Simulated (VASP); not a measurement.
# TaN (P-6m2) in VASP: single point with LDA

Aim: the single point of TaN with LDA.

Program: VASP 6.6.1. These are calculated values, not measurements. Logs are shortened: lines on timing, memory, paths and dates and some standing lists are left out, and cuts for length are marked.

## Step 1: The cell of the first run

It takes space group P-6m2 (No. 187, hexagonal). The conventional cell has a = 2.938 Å, b = 2.938 Å, c = 2.883 Å, α = 90.00°, β = 90.00°, γ = 120.00°. Ta (site symmetry -6m2) has 6 N at 2.23 Å and 8 Ta at 2.88 to 2.94 Å within 3.0 Å. N (site symmetry -6m2) has 6 Ta at 2.23 Å and 8 N at 2.88 to 2.94 Å within 3.0 Å.

## Step 2: Single point, LDA

Contents of INCAR:

```
SYSTEM = TaN
ALGO = Normal ; EDIFF = 1E-6
ENCUT = 700 ; GGA_COMPAT = .False.
ISIF = 2 ; ISMEAR = 0
LASPH = .True. ; LCHARG = .False.
LREAL = .False. ; LWAVE = .False.
NBANDS = 16 ; NELM = 120
PREC = Accurate ; SIGMA = 0.15
```

Contents of KPOINTS:

```
k-points
0
Gamma
  18 18 16
  0 0 0
```

Contents of POSCAR:

```
TaN
1.0
    2.9379988584      0.0000000000      0.0000000000
   -1.4689994292      2.5443816477      0.0000000000
    0.0000000000      0.0000000000      2.8830000000
Ta N
1 1
Direct
    0.3333333333      0.6666666667      0.5000000000
    0.0000000000      0.0000000000      0.0000000000
```

Potentials or basis: VASP PAW LDA potentials, release 64 (Ta_sv_GW, N).

On the command line:

```
$ cat potpaw_LDA.64/Ta_sv_GW/POTCAR potpaw_LDA.64/N/POTCAR > POTCAR
$ mpirun -np 1 vasp_std > vasp.out
```

OUTCAR:

```text
SYSTEM = TaN
   EDIFF = 1E-6
   ENCUT = 700
   ISIF = 2
   ISMEAR = 0
   LASPH = .True.
   LREAL = .False.
   NELM = 120
   PREC = Accurate

 ion  position               nearest neighbor table
   1  0.333  0.667  0.500-   2 2.23   2 2.23   2 2.23   2 2.23   2 2.23   2 2.23
   2  0.000  0.000  0.000-   1 2.23   1 2.23   1 2.23   1 2.23   1 2.23   1 2.23

  LATTYP: Found a hexagonal cell.
 ALAT       =     2.9379988584
 C/A-ratio  =     0.9812801635

  Lattice vectors:

 A1 = (   2.9379988584,   0.0000000000,   0.0000000000)
 A2 = (  -1.4689994292,   2.5443816477,   0.0000000000)
 A3 = (   0.0000000000,   0.0000000000,   2.8830000000)

Analysis of symmetry for initial positions (statically):
=====================================================================
 Subroutine PRICEL returns:
 Original cell was already a primitive cell.

 Routine SETGRP: Setting up the symmetry group for a
 hexagonal supercell.

 Subroutine GETGRP returns: Found 12 space group operations
 (whereof 12 operations were pure point group operations)
 out of a pool of 24 trial point group operations.

The static configuration has the point symmetry D_3h.

Analysis of symmetry for dynamics (positions and initial velocities):
=====================================================================
 Subroutine PRICEL returns:
 Original cell was already a primitive cell.

 Routine SETGRP: Setting up the symmetry group for a
 hexagonal supercell.

 Subroutine GETGRP returns: Found 12 space group operations
 (whereof 12 operations were pure point group operations)
 out of a pool of 24 trial point group operations.

The dynamic configuration has the point symmetry D_3h.

 Subroutine INISYM returns: Found 12 space group operations
 (whereof 12 operations are pure point group operations),
 and found     1 'primitive' translations

----------------------------------------------------------------------------------------

                                     Primitive cell

  volume of cell :      21.5516

  direct lattice vectors                    reciprocal lattice vectors
     2.937998858  0.000000000  0.000000000     0.340367729  0.196511400  0.000000000
    -1.468999429  2.544381648  0.000000000     0.000000000  0.393022800  0.000000000
     0.000000000  0.000000000  2.883000000     0.000000000  0.000000000  0.346860909

  length of vectors
     2.937998858  2.937998858  2.883000000     0.393022800  0.393022800  0.346860909

  position of ions in fractional coordinates (direct lattice)
     0.333333333  0.666666667  0.500000000
     0.000000000  0.000000000  0.000000000

  ion indices of the primitive-cell ions
   primitive index   ion index
                 1           1
                 2           2

----------------------------------------------------------------------------------------

 KPOINTS: k-points

Automatic generation of k-mesh.
 Grid dimensions read from file:
 generate k-points for:   18   18   16

 Generating k-lattice:

  Cartesian coordinates                     Fractional coordinates (reciprocal lattice)
     0.018909318  0.010917300  0.000000000     0.055555556 -0.000000000  0.000000000
     0.000000000  0.021834600  0.000000000     0.000000000  0.055555556  0.000000000
     0.000000000  0.000000000  0.021678807     0.000000000  0.000000000  0.062500000

  Length of vectors
     0.021834600  0.021834600  0.021678807

  Shift w.r.t. Gamma in fractional coordinates (k-lattice)
     0.000000000  0.000000000  0.000000000

 Subroutine IBZKPT returns following result:
 ===========================================

 Found    333 irreducible k-points:

 Following reciprocal coordinates:
            Coordinates               Weight
  0.000000  0.000000  0.000000      1.000000
  0.055556  0.000000  0.000000      6.000000
  0.111111  0.000000  0.000000      6.000000
  0.166667  0.000000  0.000000      6.000000
  0.222222 -0.000000  0.000000      6.000000
  0.277778 -0.000000  0.000000      6.000000
[... 16 lines left out ...]
  0.333333  0.111111  0.000000     12.000000
  0.388889  0.111111  0.000000     12.000000
 [... further k-points ...]
   k-points           NKPTS =    333   k-points in BZ     NKDIM =    333   number of bands    NBANDS=     16
   number of dos      NEDOS =    301   number of ions     NIONS =      2
   total plane-waves  NPLWV =  21952
   dimension x,y,z NGX =    28 NGY =   28 NGZ =   28
   dimension x,y,z NGXF=    56 NGYF=   56 NGZF=   56
   ions per type =               1   1
   NGX,Y,Z   is equivalent  to a cutoff of  15.84, 15.84, 16.15 a.u.
   NGXF,Y,Z  is equivalent  to a cutoff of  31.69, 31.69, 32.29 a.u.
 SYSTEM =  TaN
   PREC   = accura    normal or accurate (medium, high low for compatibility)
   ISTART =      0    job   : 0-new  1-cont  2-samecut
   ICHARG =      2    charge: 1-file 2-atom 10-const
   ISPIN  =      1    spin polarized calculation?
   LNONCOLLINEAR =      F non collinear calculations
   LSORBIT =      F    spin-orbit coupling
   LASPH  =      T    aspherical Exc in radial PAW
   ENCUT  =  700.0 eV  51.45 Ry    7.17 a.u.   6.34  6.34  6.22*2*pi/ulx,y,z
   NELM   =    120;   NELMIN=  2; NELMDL= -5     # of ELM steps
   EDIFF  = 0.1E-05   stopping-criterion for ELM
   LREAL  =      F    real-space projection
   EDIFFG = 0.1E-04   stopping-criterion for IOM
   NSW    =      0    number of steps for IOM
   IBRION =     -1    ionic relax: 0-MD 1-quasi-New 2-CG
   NFREE  =      0    steps in history (QN), initial steepest desc. (CG)
   ISIF   =      2    stress and relaxation
   ISYM   =      2    0-nonsym 1-usesym 2-fastsym
   POTIM  = 0.5000    time-step for ionic-motion
   TEBEG  =    0.0;   TEEND  =   0.0 temperature during run
   PSTRESS=    0.0 pullay stress
   NELECT =      18.0000    total number of electrons
   NUPDOWN=      -1.0000    fix difference up-down
   EMIN   =  10.00;   EMAX   =-10.00  energy-range for DOS
   EFERMI =   0.00;   METHOD = LEGACY
   ISMEAR =     0;   SIGMA  =   0.15  broadening in eV -4-tet -1-fermi 0-gaus
   EFERMI_NEDOS =   21; number of points for ismear=-14 and -15
   IALGO  =     38    algorithm
   IMIX   =      4    mixing-type and parameters
     AMIX     =   0.40;   BMIX     =  1.00
     AMIX_MAG =   1.60;   BMIX_MAG =  1.00
  volume/ion in A,a.u.               =      10.78        72.72
  Fermi-wavevector in a.u.,A,eV,Ry     =   1.541722  2.913433 32.339793  2.376908
  Thomas-Fermi vector in A             =   2.647628
   LORBIT       =      0    0 simple, 1 ext, 2 COOP (PROOUT), +10 PAW based schemes
   GGA     = CA    functional components
   LHFCALC =     F    Hartree Fock is set to
   AEXX    =    0.0000 exact exchange contribution
   IVDW    =     0    specifies the selected vdW correction
   LEPSILON=     F    determine dielectric tensor
   LRPA    =     F    only Hartree local field effects (RPA)
 non-spin polarized calculation
 Gauss-broadening in eV      SIGMA  =   0.15
  energy-cutoff  :      700.00
  volume of cell :       21.55
 maximum number of plane-waves:       930
 NGX is ok and might be reduce to    28
   NGX = 13   NGY = 13   NGZ = 13

 number of electron      17.9999999 magnetization

 Free energy of the ion-electron system (eV)
  ---------------------------------------------------
  ext. energy  EPLUGINS =         0.00000000
  ---------------------------------------------------
  free energy    TOTEN  =       -27.21065870 eV

  energy without entropy =      -27.20992903  energy(sigma->0) =      -27.21029387

 E-fermi :  12.0888     XC(G=0): -13.9761

 val. band max:       12.0423738092   @ k =   0.0000   0.0000   0.4375
 cond. band min:      12.1241295627   @ k =   0.0556   0.0000   0.5000
 fundamental gap:      0.0817557535
 Fermi energy:        12.0887516898

 k-point     1 :       0.0000    0.0000    0.0000
  band No.  band energies     occupation
      1     -55.9762      2.00000
      2     -22.4912      2.00000
      3     -22.2314      2.00000
      4     -22.2314      2.00000
      5      -5.3854      2.00000
      6       7.5858      2.00000
[... 8 lines left out ...]
     15      25.0857      0.00000
     16      28.2773      0.00000

 k-point     2 :       0.0556    0.0000    0.0000
  band No.  band energies     occupation
      1     -55.9739      2.00000
      2     -22.4868      2.00000
      3     -22.2658      2.00000
      4     -22.2387      2.00000
      5      -5.3202      2.00000
      6       7.3796      2.00000
[... 8 lines left out ...]
     15      25.0802      0.00000
     16      28.4044      0.00000

 k-point     3 :       0.1111    0.0000    0.0000
  band No.  band energies     occupation
      1     -55.9671      2.00000
      2     -22.4743      2.00000
      3     -22.3639      2.00000
      4     -22.2598      2.00000
      5      -5.1315      2.00000
      6       6.8927      2.00000
[... 8 lines left out ...]
     15      25.0606      0.00000
     16      28.7647      0.00000

 k-point     4 :       0.1667    0.0000    0.0000
  band No.  band energies     occupation
      1     -55.9567      2.00000
      2     -22.5111      2.00000
      3     -22.4549      2.00000
      4     -22.2919      2.00000
      5      -4.8396      2.00000
      6       6.2780      2.00000
[... 8 lines left out ...]
     15      25.0563      0.00000
     16      29.3297      0.00000
[... 324 lines left out ...]
 k-point    22 :       0.2778    0.1111    0.0000
  band No.  band energies     occupation
      1     -55.9141      2.00000
      2     -23.0305      2.00000
      3     -22.4746      2.00000
      4     -22.3753      2.00000
      5      -3.5726      2.00000
      6       4.6000      2.00000
[... 8 lines left out ...]
     15      25.6486      0.00000
     16      28.0078      0.00000

 k-point    23 :       0.3333    0.1111    0.0000
  band No.  band energies     occupation
      1     -55.9042      2.00000
      2     -23.1451      2.00000
      3     -22.5151      2.00000
      4     -22.3568      2.00000
      5      -3.2559      2.00000
      6       4.2920      2.00000
[... 8 lines left out ...]
     15      25.1712      0.00000
     16      27.5964      0.00000

 k-point    24 :       0.3889    0.1111    0.0000
  band No.  band energies     occupation
      1     -55.8978      2.00000
      2     -23.2187      2.00000
      3     -22.5413      2.00000
      4     -22.3446      2.00000
      5      -3.0417      2.00000
      6       4.1014      2.00000
[... 8 lines left out ...]
     15      24.1930      0.00000
     16      27.8288      0.00000

 [... further k-points ...]

------------------------ aborting loop because EDIFF is reached ----------------------------------------

  FORCE on cell =-STRESS in cart. coord.  units (eV):
  Direction    XX          YY          ZZ          XY          YZ          ZX
  --------------------------------------------------------------------------------------
  -------------------------------------------------------------------------------------
  Total       -1.3592817     -1.3592817     -1.5462305      0.0000000      0.0000000      0.0000000
  in kB     -101.0512167   -101.0512167   -114.9492896      0.0000000      0.0000000      0.0000000
  external PRESSURE =    -105.6839077 kB  Pullay stress =       0.0000000 kB

 VOLUME and BASIS-vectors are now :
 -----------------------------------------------------------------------------
  energy-cutoff  :      700.00
  volume of cell :       21.55
      direct lattice vectors                 reciprocal lattice vectors
     2.937998858  0.000000000  0.000000000     0.340367729  0.196511400  0.000000000
    -1.468999429  2.544381648  0.000000000     0.000000000  0.393022800  0.000000000
     0.000000000  0.000000000  2.883000000     0.000000000  0.000000000  0.346860909

 POSITION                                       TOTAL-FORCE (eV/Angst)
 -----------------------------------------------------------------------------------
     -0.00000      1.69625      1.44150        -0.000000     -0.000000      0.000000
      0.00000      0.00000      0.00000         0.000000      0.000000      0.000000
 -----------------------------------------------------------------------------------
    total drift:                                0.000000     -0.000000     -0.000000

  FREE ENERGIE OF THE ION-ELECTRON SYSTEM (eV)
  ---------------------------------------------------
  free  energy   TOTEN  =       -27.2106587003 eV

  energy  without entropy=      -27.2099290298  energy(sigma->0) =      -27.21029387
```

Run time: 73 s. Hardware: 1 thread of AMD EPYC 9R45 (Zen 5), shared host; peak memory 0.28 GiB.

What came out:

- Free energy: -27.2107 eV
- Pressure: -10.6 GPa
- Band gap on the k mesh: zero (bands 9 and 10 overlap by 0.42 eV)

Levels at points of the mesh, in eV from the Fermi level:
```tsv
k point	band 6	band 7	band 8	band 9	band 10	band 11	band 12	band 13
(0.00, 0.00, 0.00)	-4.50	-4.50	-4.15	-2.84	2.39	3.61	3.61	3.98
(0.50, 0.00, 0.00)	-8.19	-5.14	-3.43	-3.08	2.99	4.07	5.21	5.31
(0.00, 0.00, 0.50)	-9.25	-3.69	-3.69	-0.07	-0.07	2.46	3.31	3.31
(0.50, 0.00, 0.50)	-7.25	-6.08	-5.64	-0.23	4.23	5.37	6.10	7.08
```

Caveat: the cell stands under tension; spin-orbit coupling is left out, which moves the levels of the heavy elements.

The gap in the log of VASP goes by the Fermi energy; the results here count the filled bands.